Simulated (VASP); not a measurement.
Here is a VASP 6.6.1 calculation.

The input INCAR:

```
SYSTEM = Hf3C2
PREC     = Accurate       ! precision mode
ENCUT    = 520            ! plane-wave cutoff, eV
EDIFF    = 1E-6           ! SCF threshold, eV
ISMEAR   = 0              ! smearing method
SIGMA    = 0.1            ! smearing width, eV
LREAL    = .False.        ! projectors in reciprocal space
LASPH    = .True.         ! aspherical terms in the spheres
NELM     = 60             ! most SCF steps
ALGO     = Normal         ! electronic algorithm
ISIF     = 2              ! what is computed and relaxed
LWAVE    = .False.        ! write WAVECAR
LCHARG   = .False.        ! write CHGCAR
GGA      = PE             ! functional
NBANDS   = 49             ! bands
```

KPOINTS

```
Automatic mesh
0
Gamma
  12 12 2
  0 0 0
```

Contents of POSCAR:

```
Hf3C2
1.0
    3.2847933960      0.0000000000      0.0000000000
   -1.6423966980      2.8447145271      0.0000000000
    0.0000000000      0.0000000000     16.4051391077
Hf C
6 4
Direct
    0.3333333333      0.6666666667      0.8446501706
    0.6666666667      0.3333333333      0.3446501706
    0.6666666667      0.3333333333      0.1553498294
    0.3333333333      0.6666666667      0.6553498294
    0.0000000000      0.0000000000      0.0000000000
    0.0000000000      0.0000000000      0.5000000000
    0.6666666667      0.3333333333      0.9151634213
    0.3333333333      0.6666666667      0.4151634213
    0.6666666667      0.3333333333      0.5848365787
    0.3333333333      0.6666666667      0.0848365787
```

Potentials or basis: VASP PAW PBE potentials, release 64 (Hf_pv, C).

The run is started by

```console
$ cat potpaw_PBE.64/Hf_pv/POTCAR potpaw_PBE.64/C/POTCAR > POTCAR
$ mpirun -np 1 vasp_std > vasp.out
```

Task: Predict the band gap on the k mesh.

Result: Zero (bands 38 and 39 overlap by 1.04 eV).

Task: What does it give for the pressure?

Result: -0.7 GPa.

Forces on the atoms (eV/Å):
```
Hf   0.000  0.000  0.068
Hf   0.000  0.000  0.068
Hf   0.000  0.000 -0.068
Hf   0.000  0.000 -0.068
Hf   0.000  0.000  0.000
Hf   0.000  0.000  0.000
C    0.000  0.000 -0.005
C    0.000  0.000 -0.005
C    0.000  0.000  0.005
C    0.000  0.000  0.005
```

Caveat: spin-orbit coupling is left out, which moves the levels of the heavy elements.
